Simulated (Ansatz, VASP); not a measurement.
**Two plane-wave programs on KCo3**

```
CELL_PARAMETERS angstrom
3.97737 0.00000 0.00000
0.00000 3.97737 0.00000
0.00000 0.00000 3.97737
ATOMIC_POSITIONS crystal
K 0.00000 0.00000 0.00000
Co 0.00000 0.50000 0.50000
Co 0.50000 0.00000 0.50000
Co 0.50000 0.50000 0.00000
```

Alike in both runs: functional PBE; k mesh 12 × 12 × 12; occupations gaussian, width 0.1 eV; collinear spin.

Ansatz relaxed the structure, and its values are those at the end. VASP's run is a single point on that final structure, the one shown.

```csv
,VASP,Ansatz
version,VASP 6.6.1,Ansatz 0.2.0
potentials or method,"VASP PAW PBE potentials, release 64 (K_sv, Co), cutoff 520 eV","scalar-relativistic, plane waves, PAW"
valence electrons in the cell,36,60
```

```tsv
	VASP	Ansatz	Ansatz less VASP
gap on the k mesh at the Fermi level (eV)	none	none	-
pressure (GPa)	0.3	0.0	-0.26
net moment per atom (μB)	1.24	1.26	+0.014
size of the moment on the site where the two differ most (μB)	1.73	1.76	+0.035
```

Site moments also hang on the region over which each program counts them. A gap of «none» marks a metal or a gap that the smearing closes. VASP's potentials hold 36 valence electrons a cell and Ansatz's 60, so a difference there can come from the potentials and not from the codes.
